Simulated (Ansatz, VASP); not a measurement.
Bi in VASP and in Ansatz

File INCAR:

```
PREC     = Accurate       # precision mode
ENCUT    = 520            # plane-wave cutoff, eV
EDIFF    = 1E-6           # SCF threshold, eV
ISMEAR   = 0              # smearing method
SIGMA    = 0.15           # smearing width, eV
LREAL    = False          # projectors in reciprocal space
LASPH    = True           # aspherical terms in the spheres
NELM     = 60             # most SCF steps
ALGO     = Fast           # electronic algorithm
ISIF     = 2              # what is computed and relaxed
LWAVE    = False          # write WAVECAR
LCHARG   = True           # write CHGCAR
GGA      = PS             # functional
LELF     = True           # ELF
LVHAR    = True         
NBANDS   = 22             # bands
```

Contents of KPOINTS:

```
regular mesh
0
Gamma
  12 12 4
```

POSCAR

```
Bi
1.0
    4.5390002997      0.0000000000      0.0000000000
   -2.2695001499      3.9308895673      0.0000000000
    0.0000000000      0.0000000000     11.4741300000
Bi
2
Direct
    0.3333333333      0.6666666667      0.2500000000
    0.6666666667      0.3333333333      0.7500000000
```

Input for Ansatz:

```yaml
crystal:
  lattice:
    - [4.5390002997, 0.0, 0.0]
    - [-2.2695001499, 3.9308895673, 0.0]
    - [0.0, 0.0, 11.47413]
  atoms:
    - { symbol: Bi, position: [0.3333333333, 0.6666666667, 0.25] }
    - { symbol: Bi, position: [0.6666666667, 0.3333333333, 0.75] }
basis:
  ecutwfc: 420
kpoints:
  mp_grid: { grid: [12, 12, 4] }
hamiltonian:
  xc: pbesol
scf:
  occupations: { method: gaussian, width: 0.15 }
output:
  forces: true
  stress: true
  eigenvalues: true
```

Change from the starting cell: strain +0.000 along x and y, -0.030 along z, atoms carried along.

Alike in both runs: task single point; functional PBEsol; k mesh 12 × 12 × 4; occupations gaussian, width 0.15 eV; no spin polarisation.

|  | VASP | Ansatz |
| --- | --- | --- |
| version | VASP 6.6.1 | Ansatz 0.2.0 |
| potentials or method | VASP PAW PBE potentials, release 64 (Bi_d), cutoff 520 eV | scalar-relativistic, plane waves, PAW |
| valence electrons in the cell | 30 | 30 |

```csv
,VASP,Ansatz,Ansatz less VASP
gap on the k mesh at the Fermi level (eV),none,none,-
pressure (GPa),-3.6,-3.6,+0.02
"traceless stress, the component that is largest in VASP (GPa)",3.09,3.09,+0.002
```

VASP's potentials were made for PBE, not for PBEsol. A gap of «none» marks a metal or a gap that the smearing closes.

Neither program's run includes spin-orbit coupling.
